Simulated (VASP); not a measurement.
# AgCl (I4/mmm) in VASP: further runs

AgCl is run at these levels: PBE, r2SCAN; tasks: single point.

Program: VASP 6.6.1. These are calculated values, not measurements. Logs are shortened: lines on timing, memory, paths and dates and some standing lists are left out, and cuts for length are marked.

### 1 The cell of the first run

Symmetry: I4/mmm, No. 139, tetragonal system. The conventional cell has a = 4.103 Å, b = 4.103 Å, c = 5.289 Å, α = 90.00°, β = 90.00°, γ = 90.00°. Within 3.5 Å of Ag (site symmetry 4/mmm) lie 6 Cl at 2.64 to 2.90 Å. Within 3.5 Å of Cl (site symmetry 4/mmm) lie 6 Ag at 2.64 to 2.90 Å.

### 2 Single point, PBE (epitaxial xy strain +4.6%)

INCAR reads:

```
ALGO = Normal
EDIFF = 1E-7
ENCUT = 520
GGA = PE
ISIF = 2
ISMEAR = -1
LASPH = True
LCHARG = False
LREAL = False
LWAVE = False
NBANDS = 16
NELM = 80
PREC = Accurate
SIGMA = 0.02
```

KPOINTS reads:

```
k-points
0
Gamma
  8 8 8
```

POSCAR reads:

```
AgCl
1.0
    0.0000000000      2.9013049048      2.6444776656
    2.9013049048      0.0000000000      2.6444776656
    2.9013049048      2.9013049048      0.0000000000
Ag Cl
1 1
Direct
    0.0000000000      0.0000000000      0.0000000000
    0.5000000000      0.5000000000      0.5000000000
```

Potentials or basis: VASP PAW PBE potentials, release 64 (Ag, Cl).

On the command line:

```sh
> cat potpaw_PBE.64/Ag/POTCAR potpaw_PBE.64/Cl/POTCAR > POTCAR
> mpirun -np 1 vasp_std > vasp.out
```

OUTCAR:

```text
EDIFF = 1E-7
   ENCUT = 520
   GGA = PE
   ISIF = 2
   ISMEAR = -1
   LASPH = True
   LREAL = False
   NELM = 80
   PREC = Accurate

 ion  position               nearest neighbor table
   1  0.000  0.000  0.000-   2 2.64   2 2.64   2 2.90   2 2.90   2 2.90   2 2.90
   2  0.500  0.500  0.500-   1 2.64   1 2.64   1 2.90   1 2.90   1 2.90   1 2.90

  LATTYP: Found a body centered tetragonal cell.
 ALAT       =     4.1030647449
 C/A-ratio  =     1.2890255602

  Lattice vectors:

 A1 = (   0.0000000000,  -2.9013049048,  -2.6444776656)
 A2 = (   0.0000000000,   2.9013049048,  -2.6444776656)
 A3 = (   2.9013049048,   0.0000000000,   2.6444776656)

Analysis of symmetry for initial positions (statically):
=====================================================================
 Subroutine PRICEL returns:
 Original cell was already a primitive cell.

 Routine SETGRP: Setting up the symmetry group for a
 body centered tetragonal supercell.

 Subroutine GETGRP returns: Found 16 space group operations
 (whereof 16 operations were pure point group operations)
 out of a pool of 16 trial point group operations.

The static configuration has the point symmetry D_4h.

Analysis of symmetry for dynamics (positions and initial velocities):
=====================================================================
 Subroutine PRICEL returns:
 Original cell was already a primitive cell.

 Routine SETGRP: Setting up the symmetry group for a
 body centered tetragonal supercell.

 Subroutine GETGRP returns: Found 16 space group operations
 (whereof 16 operations were pure point group operations)
 out of a pool of 16 trial point group operations.

The dynamic configuration has the point symmetry D_4h.

 Subroutine INISYM returns: Found 16 space group operations
 (whereof 16 operations are pure point group operations),
 and found     1 'primitive' translations

----------------------------------------------------------------------------------------

                                     Primitive cell

  volume of cell :      44.5202

  direct lattice vectors                    reciprocal lattice vectors
     0.000000000  2.901304905  2.644477666    -0.172336247  0.172336247  0.189073255
     2.901304905  0.000000000  2.644477666     0.172336247 -0.172336247  0.189073255
[... 75 lines left out ...]
 SYSTEM =  unknown system
   PREC   = accura    normal or accurate (medium, high low for compatibility)
   ISTART =      0    job   : 0-new  1-cont  2-samecut
   ICHARG =      2    charge: 1-file 2-atom 10-const
   ISPIN  =      1    spin polarized calculation?
   LNONCOLLINEAR =      F non collinear calculations
   LSORBIT =      F    spin-orbit coupling
   LASPH  =      T    aspherical Exc in radial PAW
   ENCUT  =  520.0 eV  38.22 Ry    6.18 a.u.   7.30  7.30  7.63*2*pi/ulx,y,z
   NELM   =     80;   NELMIN=  2; NELMDL= -5     # of ELM steps
   EDIFF  = 0.1E-06   stopping-criterion for ELM
   LREAL  =      F    real-space projection
   EDIFFG = 0.1E-05   stopping-criterion for IOM
   NSW    =      0    number of steps for IOM
   IBRION =     -1    ionic relax: 0-MD 1-quasi-New 2-CG
   NFREE  =      0    steps in history (QN), initial steepest desc. (CG)
   ISIF   =      2    stress and relaxation
   ISYM   =      2    0-nonsym 1-usesym 2-fastsym
   POTIM  = 0.5000    time-step for ionic-motion
   TEBEG  =    0.0;   TEEND  =   0.0 temperature during run
   PSTRESS=    0.0 pullay stress
   NELECT =      18.0000    total number of electrons
   NUPDOWN=      -1.0000    fix difference up-down
   EMIN   =  10.00;   EMAX   =-10.00  energy-range for DOS
   EFERMI =   0.00;   METHOD = LEGACY
   ISMEAR =    -1;   SIGMA  =   0.02  broadening in eV -4-tet -1-fermi 0-gaus
   EFERMI_NEDOS =   21; number of points for ismear=-14 and -15
   IALGO  =     38    algorithm
   IMIX   =      4    mixing-type and parameters
     AMIX     =   0.40;   BMIX     =  1.00
     AMIX_MAG =   1.60;   BMIX_MAG =  1.00
  volume/ion in A,a.u.               =      22.26       150.22
  Fermi-wavevector in a.u.,A,eV,Ry     =   1.210543  2.287594 19.938163  1.465414
  Thomas-Fermi vector in A             =   2.346086
   LORBIT       =      0    0 simple, 1 ext, 2 COOP (PROOUT), +10 PAW based schemes
   GGA     = PE    functional components
   LHFCALC =     F    Hartree Fock is set to
   AEXX    =    0.0000 exact exchange contribution
   IVDW    =     0    specifies the selected vdW correction
   LEPSILON=     F    determine dielectric tensor
   LRPA    =     F    only Hartree local field effects (RPA)
 non-spin polarized calculation
  energy-cutoff  :      520.00
  volume of cell :       44.52
 maximum number of plane-waves:      1214
 NGX is ok and might be reduce to    30
   NGX = 15   NGY = 15   NGZ = 15

 number of electron      18.0000000 magnetization

 Free energy of the ion-electron system (eV)
  ---------------------------------------------------
  ext. energy  EPLUGINS =         0.00000000
  ---------------------------------------------------
  free energy    TOTEN  =        -5.38933763 eV

  energy without entropy =       -5.38933763  energy(sigma->0) =       -5.38933763

 E-fermi :   3.9237     XC(G=0):  -9.7292

 val. band max:        3.5336871837   @ k =   0.5000  -0.0000   0.0000
 cond. band min:       4.2751818568   @ k =   0.0000   0.0000   0.0000
 fundamental gap:      0.7414946731
 Fermi energy:         3.9237431005

 k-point     1 :       0.0000    0.0000    0.0000
  band No.  band energies     occupation
      1     -11.6229      2.00000
      2       0.8807      2.00000
      3       0.9159      2.00000
      4       0.9159      2.00000
      5       0.9936      2.00000
      6       1.0316      2.00000
[... 433 lines left out ...]
      3      -0.5280      2.00000
      4      -0.2002      2.00000
      5       1.1429      2.00000
      6       1.2814      2.00000
[... 8 lines left out ...]
     15      16.6910      0.00000
     16      17.3589      0.00000

 [... further k-points ...]
[... 5 lines left out ...]
  --------------------------------------------------------------------------------------
  -------------------------------------------------------------------------------------
  Total       -0.0704614     -0.0704614      0.3468899      0.0000000      0.0000000      0.0000000
  in kB       -2.5357415     -2.5357415     12.4837643      0.0000000      0.0000000      0.0000000
  external PRESSURE =       2.4707604 kB  Pullay stress =       0.0000000 kB

 VOLUME and BASIS-vectors are now :
 -----------------------------------------------------------------------------
  energy-cutoff  :      520.00
  volume of cell :       44.52
      direct lattice vectors                 reciprocal lattice vectors
     0.000000000  2.901304905  2.644477666    -0.172336247  0.172336247  0.189073255
     2.901304905  0.000000000  2.644477666     0.172336247 -0.172336247  0.189073255
     2.901304905  2.901304905  0.000000000     0.172336247  0.172336247 -0.189073255

 POSITION                                       TOTAL-FORCE (eV/Angst)
 -----------------------------------------------------------------------------------
      0.00000      0.00000      0.00000         0.000000     -0.000000      0.000000
      2.90130      2.90130      2.64448        -0.000000      0.000000     -0.000000
 -----------------------------------------------------------------------------------
    total drift:                               -0.000000      0.000000      0.000000

  FREE ENERGIE OF THE ION-ELECTRON SYSTEM (eV)
  ---------------------------------------------------
  free  energy   TOTEN  =        -5.3893376339 eV

  energy  without entropy=       -5.3893376339  energy(sigma->0) =       -5.38933763
```

Wall time 34 s (1 thread of AMD EPYC 7R13 (Zen 3), shared host); peak memory 0.17 GiB.

What came out:

* Free energy: -5.3893 eV
* Pressure: 0.2 GPa
* Band gap on the k mesh: 0.74 eV, indirect (least direct gap 3.05 eV)

Stress tensor (GPa, compression positive):
```
-0.25  0.00  0.00
 0.00 -0.25  0.00
 0.00  0.00  1.25
```

Caveat: the cell differs from its parent crystal (epitaxial xy strain +4.6%). A k mesh can miss the band edges.

### 3 Single point, r2SCAN (epitaxial xy strain +4.6%)

POSCAR is that of step 2.

INCAR.step1 reads:

```
PREC = Accurate ; ENCUT = 520
ISMEAR = 0 ; SIGMA = 0.01
LREAL = F ; LASPH = T
NELM = 60 ; NBANDS = 16
GGA = PE ; ALGO = Normal
EDIFF = 1E-4 ; LWAVE = T
LCHARG = F
```

INCAR.step2 reads:

```
PREC = Accurate ; ENCUT = 520
EDIFF = 1E-6 ; ISMEAR = 0
SIGMA = 0.01 ; LREAL = F
LASPH = T ; NELM = 60
ALGO = Normal ; ISIF = 2
LWAVE = F ; LCHARG = T
METAGGA = R2SCAN ; LMIXTAU = T
LELF = T ; LVHAR = T
NBANDS = 16 ; ISTART = 1
```

KPOINTS reads:

```
regular mesh
0
Gamma
  8 8 8
```

Potentials or basis: VASP PAW PBE potentials, release 64 (Ag, Cl).

On the command line:

```sh
> cat potpaw_PBE.64/Ag/POTCAR potpaw_PBE.64/Cl/POTCAR > POTCAR
> cp INCAR.step1 INCAR
> mpirun -np 1 vasp_std > vasp.out
> cp INCAR.step2 INCAR
> mpirun -np 1 vasp_std > vasp.out
```

Wall time 2.4 min (1 thread of AMD EPYC 7R13 (Zen 3), shared host); peak memory 0.17 GiB.

It converged, with:

| Quantity | Value |
| --- | --- |
| Free energy | -28.6171 eV |
| Pressure | -1.3 GPa |
| Band gap on the k mesh | 1.23 eV, indirect (least direct gap 3.62 eV) |

Stress tensor (GPa, compression positive):
```
-1.94  0.00  0.00
 0.00 -1.94  0.00
 0.00  0.00 -0.11
```

Levels at points of the mesh, in eV from the valence-band top:
```tsv
k point	band 5	band 6	band 7	band 8	band 9	band 10	band 11	band 12	band 13	band 14
(0.00, 0.00, 0.00)	-2.53	-2.50	-2.45	-2.45	-2.44	1.23	11.07	11.07	11.31	12.60
(0.50, 0.00, 0.00)	-2.25	-2.19	-1.89	-0.52	0.00	4.53	6.79	7.64	8.65	13.62
(0.50, 0.50, 0.00)	-2.79	-2.27	-2.14	-2.14	-2.00	2.74	7.77	9.44	11.41	11.41
(0.50, 0.00, 0.50)	-2.87	-2.38	-2.16	-2.11	-2.03	2.80	8.39	8.51	11.39	12.83
```

Caveat: the cell differs from its parent crystal (epitaxial xy strain +4.6%); the PAW data sets were made with another functional, which shifts forces and pressure a little. A k mesh can miss the band edges.
